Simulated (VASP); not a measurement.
# GaP (F-43m) in VASP: a series of runs

Runs on GaP. Level: LDA. Tasks: single point.

Everything below comes from runs of VASP 6.6.1. Logs are shortened: lines on timing, memory, paths and dates and some standing lists are left out, and cuts for length are marked.

**What was measured.**

From “Stacking defects in GaP nanowires: Electronic structure and optical properties”, 2018, arxiv:1810.01194, for a bulk crystal of GaP at 10 K: band gap 2.34 eV (indirect).

The results are compared with them further down.

### Step 1. The cell of the first run

The structure is cubic, space group F-43m (No. 216). Conventional cell: a = 5.451 Å, b = 5.451 Å, c = 5.451 Å, α = 90.00°, β = 90.00°, γ = 90.00°. Within 3.1 Å of Ga (site symmetry -43m) lie 4 P at 2.36 Å. Within 3.1 Å of P (site symmetry -43m) lie 4 Ga at 2.36 Å.

### Step 2. Single point, LDA

Contents of INCAR:

```
SYSTEM = GaP
PREC = Accurate
ENCUT = 500
EDIFF = 1E-6
ISMEAR = 0
SIGMA = 0.01
LREAL = .FALSE.
LASPH = .TRUE.
NELM = 120
ALGO = Normal
ISIF = 2
LWAVE = .FALSE.
LCHARG = .TRUE.
GGA = CA
LELF = .TRUE.
LVHAR = .TRUE.
NBANDS = 16
GGA_COMPAT = .FALSE.
```

Contents of KPOINTS:

```
regular mesh
0
G
  6 6 6
  0 0 0
```

Contents of POSCAR:

```
GaP
1.0
    3.8540860000      0.0000000000      0.0000000000
    1.9270430000      3.3377363844      0.0000000000
    1.9270430000      1.1125787948      3.1468480416
Ga P
1 1
Direct
    0.0000000000      0.0000000000      0.0000000000
    0.2500000000      0.2500000000      0.2500000000
```

Potentials or basis: VASP PAW LDA potentials, release 64 (Ga_d, P).

The run is started by

```console
> cat potpaw_LDA.64/Ga_d/POTCAR potpaw_LDA.64/P/POTCAR > POTCAR
> mpirun -np 1 vasp_std > vasp.out
```

OUTCAR:

```text
SYSTEM = GaP
   PREC = Accurate
   ENCUT = 500
   EDIFF = 1E-6
   ISMEAR = 0
   LREAL = .FALSE.
   LASPH = .TRUE.
   NELM = 120
   ISIF = 2
   GGA = CA

 ion  position               nearest neighbor table
   1  0.000  0.000  0.000-   2 2.36   2 2.36   2 2.36   2 2.36
   2  0.250  0.250  0.250-   1 2.36   1 2.36   1 2.36   1 2.36

  LATTYP: Found a face centered cubic cell.
 ALAT       =     5.4505006918

  Lattice vectors:

 A1 = (   3.8540860000,   0.0000000000,   0.0000000000)
 A2 = (   1.9270430000,   3.3377363844,   0.0000000000)
 A3 = (   1.9270430000,   1.1125787948,   3.1468480416)

Analysis of symmetry for initial positions (statically):
=====================================================================
 Subroutine PRICEL returns:
 Original cell was already a primitive cell.

 Routine SETGRP: Setting up the symmetry group for a
 face centered cubic supercell.

 Subroutine GETGRP returns: Found 24 space group operations
 (whereof 24 operations were pure point group operations)
 out of a pool of 48 trial point group operations.

The static configuration has the point symmetry T_d .

Analysis of symmetry for dynamics (positions and initial velocities):
=====================================================================
 Subroutine PRICEL returns:
 Original cell was already a primitive cell.

 Routine SETGRP: Setting up the symmetry group for a
 face centered cubic supercell.

 Subroutine GETGRP returns: Found 24 space group operations
 (whereof 24 operations were pure point group operations)
 out of a pool of 48 trial point group operations.

The dynamic configuration has the point symmetry T_d .

 Subroutine INISYM returns: Found 24 space group operations
 (whereof 24 operations are pure point group operations),
 and found     1 'primitive' translations

----------------------------------------------------------------------------------------

                                     Primitive cell

  volume of cell :      40.4808

  direct lattice vectors                    reciprocal lattice vectors
     3.854086000  0.000000000  0.000000000     0.259464890 -0.149802124 -0.105926098
     1.927043000  3.337736384  0.000000000     0.000000000  0.299604248 -0.105926098
     1.927043000  1.112578795  3.146848042     0.000000000  0.000000000  0.317778293

  length of vectors
     3.854086000  3.854086000  3.854086000     0.317778293  0.317778293  0.317778293

  position of ions in fractional coordinates (direct lattice)
     0.000000000  0.000000000  0.000000000
     0.250000000  0.250000000  0.250000000

  ion indices of the primitive-cell ions
   primitive index   ion index
                 1           1
                 2           2

----------------------------------------------------------------------------------------

 KPOINTS: regular mesh

Automatic generation of k-mesh.
 Grid dimensions read from file:
 generate k-points for:    6    6    6

 Generating k-lattice:

  Cartesian coordinates                     Fractional coordinates (reciprocal lattice)
     0.043244148 -0.024967021 -0.017654350     0.166666667  0.000000000  0.000000000
     0.000000000  0.049934041 -0.017654350     0.000000000  0.166666667  0.000000000
     0.000000000  0.000000000  0.052963049     0.000000000  0.000000000  0.166666667

  Length of vectors
     0.052963049  0.052963049  0.052963049

  Shift w.r.t. Gamma in fractional coordinates (k-lattice)
     0.000000000  0.000000000  0.000000000

 Subroutine IBZKPT returns following result:
 ===========================================

 Found     16 irreducible k-points:

 Following reciprocal coordinates:
            Coordinates               Weight
  0.000000  0.000000  0.000000      1.000000
  0.166667 -0.000000 -0.000000      8.000000
  0.333333  0.000000 -0.000000      8.000000
  0.500000  0.000000 -0.000000      4.000000
  0.166667  0.166667 -0.000000      6.000000
  0.333333  0.166667 -0.000000     24.000000
[... 8 lines left out ...]
 -0.333333  0.333333  0.166667     24.000000
 -0.333333  0.500000  0.166667     12.000000
   k-points           NKPTS =     16   k-points in BZ     NKDIM =     16   number of bands    NBANDS=     16
   number of dos      NEDOS =    301   number of ions     NIONS =      2
   total plane-waves  NPLWV =  21952
   dimension x,y,z NGX =    28 NGY =   28 NGZ =   28
   dimension x,y,z NGXF=    56 NGYF=   56 NGZF=   56
   ions per type =               1   1
   NGX,Y,Z   is equivalent  to a cutoff of  12.08, 12.08, 12.08 a.u.
   NGXF,Y,Z  is equivalent  to a cutoff of  24.16, 24.16, 24.16 a.u.
 SYSTEM =  GaP
   PREC   = accura    normal or accurate (medium, high low for compatibility)
   ISTART =      0    job   : 0-new  1-cont  2-samecut
   ICHARG =      2    charge: 1-file 2-atom 10-const
   ISPIN  =      1    spin polarized calculation?
   LNONCOLLINEAR =      F non collinear calculations
   LSORBIT =      F    spin-orbit coupling
   LASPH  =      T    aspherical Exc in radial PAW
   ENCUT  =  500.0 eV  36.75 Ry    6.06 a.u.   7.03  7.03  7.03*2*pi/ulx,y,z
   NELM   =    120;   NELMIN=  2; NELMDL= -5     # of ELM steps
   EDIFF  = 0.1E-05   stopping-criterion for ELM
   LREAL  =      F    real-space projection
   EDIFFG = 0.1E-04   stopping-criterion for IOM
   NSW    =      0    number of steps for IOM
   IBRION =     -1    ionic relax: 0-MD 1-quasi-New 2-CG
   NFREE  =      0    steps in history (QN), initial steepest desc. (CG)
   ISIF   =      2    stress and relaxation
   ISYM   =      2    0-nonsym 1-usesym 2-fastsym
   POTIM  = 0.5000    time-step for ionic-motion
   TEBEG  =    0.0;   TEEND  =   0.0 temperature during run
   PSTRESS=    0.0 pullay stress
   NELECT =      18.0000    total number of electrons
   NUPDOWN=      -1.0000    fix difference up-down
   EMIN   =  10.00;   EMAX   =-10.00  energy-range for DOS
   EFERMI =   0.00;   METHOD = LEGACY
   ISMEAR =     0;   SIGMA  =   0.01  broadening in eV -4-tet -1-fermi 0-gaus
   EFERMI_NEDOS =   21; number of points for ismear=-14 and -15
   IALGO  =     38    algorithm
   IMIX   =      4    mixing-type and parameters
     AMIX     =   0.40;   BMIX     =  1.00
     AMIX_MAG =   1.60;   BMIX_MAG =  1.00
  volume/ion in A,a.u.               =      20.24       136.59
  Fermi-wavevector in a.u.,A,eV,Ry     =   1.249537  2.361283 21.243371  1.561344
  Thomas-Fermi vector in A             =   2.383573
   LORBIT       =      0    0 simple, 1 ext, 2 COOP (PROOUT), +10 PAW based schemes
   GGA     = CA    functional components
   LHFCALC =     F    Hartree Fock is set to
   AEXX    =    0.0000 exact exchange contribution
   IVDW    =     0    specifies the selected vdW correction
   LEPSILON=     F    determine dielectric tensor
   LRPA    =     F    only Hartree local field effects (RPA)
 non-spin polarized calculation
 Gauss-broadening in eV      SIGMA  =   0.01
  energy-cutoff  :      500.00
  volume of cell :       40.48
 maximum number of plane-waves:      1056
   NGX = 13   NGY = 13   NGZ = 13

 number of electron      18.0000016 magnetization

 Free energy of the ion-electron system (eV)
  ---------------------------------------------------
  ext. energy  EPLUGINS =         0.00000000
  ---------------------------------------------------
  free energy    TOTEN  =       -10.42481037 eV

  energy without entropy =      -10.42481037  energy(sigma->0) =      -10.42481037

 E-fermi :   4.6446     XC(G=0): -10.1624

 val. band max:        4.5120989684   @ k =   0.0000   0.0000   0.0000
 cond. band min:       6.0025168463   @ k =   0.5000   0.5000  -0.0000
 fundamental gap:      1.4904178779
 Fermi energy:         4.6446133525

 k-point     1 :       0.0000    0.0000    0.0000
  band No.  band energies     occupation
      1     -10.2009      2.00000
      2     -10.2009      2.00000
      3     -10.2009      2.00000
      4     -10.1031      2.00000
      5     -10.1031      2.00000
      6      -7.9992      2.00000
[... 8 lines left out ...]
     15      14.3058      0.00000
     16      14.3058      0.00000

 k-point     2 :       0.1667   -0.0000   -0.0000
  band No.  band energies     occupation
      1     -10.2216      2.00000
      2     -10.1932      2.00000
      3     -10.1932      2.00000
      4     -10.1030      2.00000
      5     -10.1030      2.00000
      6      -7.6431      2.00000
[... 8 lines left out ...]
     15      13.4356      0.00000
     16      14.2882      0.00000

 k-point     3 :       0.3333    0.0000   -0.0000
  band No.  band energies     occupation
      1     -10.2589      2.00000
      2     -10.1809      2.00000
      3     -10.1809      2.00000
      4     -10.0995      2.00000
      5     -10.0995      2.00000
      6      -6.6902      2.00000
[... 8 lines left out ...]
     15      14.1025      0.00000
     16      14.1025      0.00000

 k-point     4 :       0.5000    0.0000   -0.0000
  band No.  band energies     occupation
      1     -10.2761      2.00000
      2     -10.1766      2.00000
      3     -10.1766      2.00000
      4     -10.0958      2.00000
      5     -10.0958      2.00000
      6      -5.9139      2.00000
[... 8 lines left out ...]
     15      16.1718      0.00000
     16      16.1718      0.00000
[... 172 lines left out ...]
 k-point    14 :       0.5000    0.3333    0.1667
  band No.  band energies     occupation
      1     -10.2812      2.00000
      2     -10.1674      2.00000
      3     -10.1561      2.00000
      4     -10.1171      2.00000
      5     -10.0923      2.00000
      6      -5.9053      2.00000
[... 8 lines left out ...]
     15      16.1881      0.00000
     16      17.6888      0.00000

 k-point    15 :      -0.3333    0.3333    0.1667
  band No.  band energies     occupation
      1     -10.2866      2.00000
      2     -10.1676      2.00000
      3     -10.1495      2.00000
      4     -10.1139      2.00000
      5     -10.0955      2.00000
      6      -5.2371      2.00000
[... 8 lines left out ...]
     15      16.8643      0.00000
     16      17.1820      0.00000

 k-point    16 :      -0.3333    0.5000    0.1667
  band No.  band energies     occupation
      1     -10.2975      2.00000
      2     -10.1563      2.00000
      3     -10.1417      2.00000
      4     -10.1236      2.00000
      5     -10.0900      2.00000
      6      -4.9230      2.00000
[... 8 lines left out ...]
     15      16.3672      0.00000
     16      18.0579      0.00000

------------------------ aborting loop because EDIFF is reached ----------------------------------------

  FORCE on cell =-STRESS in cart. coord.  units (eV):
  Direction    XX          YY          ZZ          XY          YZ          ZX
  --------------------------------------------------------------------------------------
  -------------------------------------------------------------------------------------
  Total       -0.6725698     -0.6725698     -0.6725698      0.0000000     -0.0000000      0.0000000
  in kB      -26.6194297    -26.6194297    -26.6194297      0.0000000     -0.0000000      0.0000000
  external PRESSURE =     -26.6194297 kB  Pullay stress =       0.0000000 kB

 VOLUME and BASIS-vectors are now :
 -----------------------------------------------------------------------------
  energy-cutoff  :      500.00
  volume of cell :       40.48
      direct lattice vectors                 reciprocal lattice vectors
     3.854086000  0.000000000  0.000000000     0.259464890 -0.149802124 -0.105926098
     1.927043000  3.337736384  0.000000000     0.000000000  0.299604248 -0.105926098
     1.927043000  1.112578795  3.146848042     0.000000000  0.000000000  0.317778293

 POSITION                                       TOTAL-FORCE (eV/Angst)
 -----------------------------------------------------------------------------------
      0.00000      0.00000      0.00000         0.000000     -0.000000      0.000000
      1.92704      1.11258      0.78671        -0.000000      0.000000     -0.000000
 -----------------------------------------------------------------------------------
    total drift:                                0.000001      0.000000      0.000000

  FREE ENERGIE OF THE ION-ELECTRON SYSTEM (eV)
  ---------------------------------------------------
  free  energy   TOTEN  =       -10.4248103681 eV

  energy  without entropy=      -10.4248103681  energy(sigma->0) =      -10.42481037
```

Wall time 16 s (1 thread of Intel Xeon 8259CL, shared host); peak memory 0.14 GiB.

What came out:

| Item | Value |
| --- | --- |
| Free energy | -10.4248 eV |
| Pressure | -2.7 GPa |
| Band gap on the k mesh | 1.49 eV, indirect (least direct gap 1.63 eV) |

Levels at points of the mesh, in eV from the valence-band top:
| k point | band 5 | band 6 | band 7 | band 8 | band 9 | band 10 | band 11 | band 12 | band 13 | band 14 |
| --- | --- | --- | --- | --- | --- | --- | --- | --- | --- | --- |
| (0.00, 0.00, 0.00) | -14.62 | -12.51 | 0.00 | 0.00 | 0.00 | 1.63 | 3.79 | 3.79 | 3.79 | 8.49 |
| (0.50, 0.00, 0.00) | -14.61 | -10.43 | -6.71 | -1.13 | -1.13 | 1.51 | 4.63 | 4.63 | 8.04 | 10.64 |
| (0.50, 0.50, 0.00) | -14.59 | -9.51 | -6.84 | -2.71 | -2.71 | 1.49 | 1.68 | 10.45 | 10.45 | 10.96 |

### Step 3. Single point, LDA

Contents of INCAR:

```
  ALGO = Normal
  EDIFF = 1E-6
  ENCUT = 500
  GGA = CA
  GGA_COMPAT = F
  ISIF = 2
  ISMEAR = 0
  LASPH = T
  LCHARG = T
  LELF = T
  LREAL = F
  LVHAR = T
  LWAVE = F
  NBANDS = 16
  NELM = 120
  PREC = Accurate
  SIGMA = 0.01
```

Contents of KPOINTS:

```
k-points
0
Gamma
  8 8 8
```

POSCAR is that of step 2.

Potentials or basis: VASP PAW LDA potentials, release 64 (Ga_d, P).

The run is started by

```console
> cat potpaw_LDA.64/Ga_d/POTCAR potpaw_LDA.64/P/POTCAR > POTCAR
> mpirun -np 1 vasp_std > vasp.out
```

Run time: 26 s. Hardware: 1 thread of Intel Xeon 8259CL, shared host; peak memory 0.14 GiB.

The run converged. Its results:

```yaml
Free_energy: -10.4402 eV
Pressure: -2.7 GPa
Band_gap_on_the_k_mesh: 1.49 eV, indirect (least direct gap 1.64 eV)
```

Levels at points of the mesh, in eV from the valence-band top:
```tsv
k point	band 7	band 8	band 9	band 10	band 11	band 12
(0.00, 0.00, 0.00)	0.00	0.00	0.00	1.64	3.79	3.79
(0.50, 0.00, 0.00)	-6.71	-1.13	-1.13	1.52	4.63	4.63
(0.50, 0.50, 0.00)	-6.84	-2.71	-2.71	1.50	1.68	10.45
```

### Step 4. Single point, LDA

Contents of INCAR:

```
SYSTEM = GaP
ALGO = Normal
EDIFF = 1E-6
ENCUT = 500
GGA = CA
GGA_COMPAT = .False.
ISIF = 2
ISMEAR = 0
LASPH = .True.
LCHARG = .False.
LREAL = .False.
LWAVE = .False.
NBANDS = 16
NELM = 120
PREC = Accurate
SIGMA = 0.01
```

Contents of KPOINTS:

```
k-points
0
Gamma
  10 10 10
  0 0 0
```

POSCAR is that of step 3.

The run is started by

```console
> cat potpaw_LDA.64/Ga_d/POTCAR potpaw_LDA.64/P/POTCAR > POTCAR
> mpirun -np 1 vasp_std > vasp.out
```

Wall time 40 s (1 thread of Intel Xeon 8259CL, shared host); peak memory 0.15 GiB.

The run converged. Its results:

```yaml
Free_energy: -10.4425 eV
Pressure: -2.7 GPa
Band_gap_on_the_k_mesh: 1.46 eV, indirect (least direct gap 1.64 eV)
```

Levels at points of the mesh, in eV from the valence-band top:
```
           k point  band 6  band 7  band 8  band 9  band 10  band 11  band 12  band 13
(0.00, 0.00, 0.00)  -12.51    0.00    0.00    0.00     1.64     3.79     3.79     3.79
(0.50, 0.00, 0.00)  -10.43   -6.71   -1.13   -1.13     1.52     4.63     4.63     8.05
(0.50, 0.50, 0.00)   -9.51   -6.84   -2.71   -2.71     1.50     1.68    10.45    10.45
```

### Step 5. The runs side by side

```csv
k mesh,gap on the mesh (eV),pressure (GPa)
6 × 6 × 6,1.49,-2.7
8 × 8 × 8,1.49,-2.7
10 × 10 × 10,1.46,-2.7
```

Alike in all rows: task single point; level LDA; potentials or basis VASP PAW LDA potentials, release 64 (Ga_d, P); no spin polarisation; cell as given; cutoff (eV) 500; smearing gaussian 0.01 eV.

On the cell as given the gap runs from 1.46 eV (LDA) to 1.49 eV (LDA); the meshes differ, which moves gaps too.

Absolute energies hang on the potentials; compare differences alone.

### Step 6. How close it comes

Step 2. Measured gap of GaP: 2.34 eV (indirect; 10 K; quoted in “Stacking defects in GaP nanowires: Electronic structure and optical properties”, 2018, arxiv:1810.01194). This calculation gives 1.49 eV (-0.85 eV). Spin-orbit coupling on Ga is left out. The value is that of LDA on a finite k mesh, which can miss the band edges, without temperature or zero-point motion. Semilocal functionals fall short of measured gaps as a rule.

Step 3. Against the measured gap of GaP, 2.34 eV (indirect; 10 K; quoted in “Stacking defects in GaP nanowires: Electronic structure and optical properties”, 2018, arxiv:1810.01194), the calculated 1.49 eV is off by -0.85 eV. Spin-orbit coupling on Ga is left out. The value is that of LDA on a finite k mesh, which can miss the band edges, without temperature or zero-point motion. Semilocal functionals fall short of measured gaps as a rule.

Step 4. Measured gap of GaP: 2.34 eV (indirect; 10 K; quoted in “Stacking defects in GaP nanowires: Electronic structure and optical properties”, 2018, arxiv:1810.01194). This calculation gives 1.46 eV (-0.88 eV). Spin-orbit coupling on Ga is left out. The value is that of LDA on a finite k mesh, which can miss the band edges, without temperature or zero-point motion. Semilocal functionals fall short of measured gaps as a rule.
